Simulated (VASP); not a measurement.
A run of VASP 6.6.1:

INCAR

```
  PREC = Accurate
  ENCUT = 500
  EDIFF = 1E-6
  ISMEAR = 0
  SIGMA = 0.01
  LREAL = False
  LASPH = True
  NELM = 120
  ALGO = Normal
  ISIF = 2
  LWAVE = False
  LCHARG = False
  GGA = PE
  NBANDS = 17
  GGA_COMPAT = False
```

KPOINTS

```
regular mesh
0
Gamma
  4 4 4
```

File POSCAR:

```
PbS
1.0
    2.1005109211      1.2127305457      3.4301899190
   -2.1005109211      1.2127305457      3.4301899190
    0.0000000000     -2.4254610915      3.4301899190
Pb S
1 1
Direct
    0.9781436725      0.9781436725      0.9781436725
    0.4774576575      0.4774576575      0.4774576575
```

Potentials or basis: VASP PAW PBE potentials, release 64 (Pb_d, S).

Launch:

```bash
$ cat potpaw_PBE.64/Pb_d/POTCAR potpaw_PBE.64/S/POTCAR > POTCAR
$ mpirun -np 1 vasp_std > vasp.out
```

Hardware: 1 thread of AMD EPYC 7R13 Processor (Zen 3), with other jobs on the host.

**Question.** How long does it take, and how much memory?

**Answer.** Run time: 7.5 s on 1 thread of AMD EPYC 7R13 Processor (Zen 3), on a shared host, peak memory 0.14 GiB. Counts: scf iterations 12, k points 13.
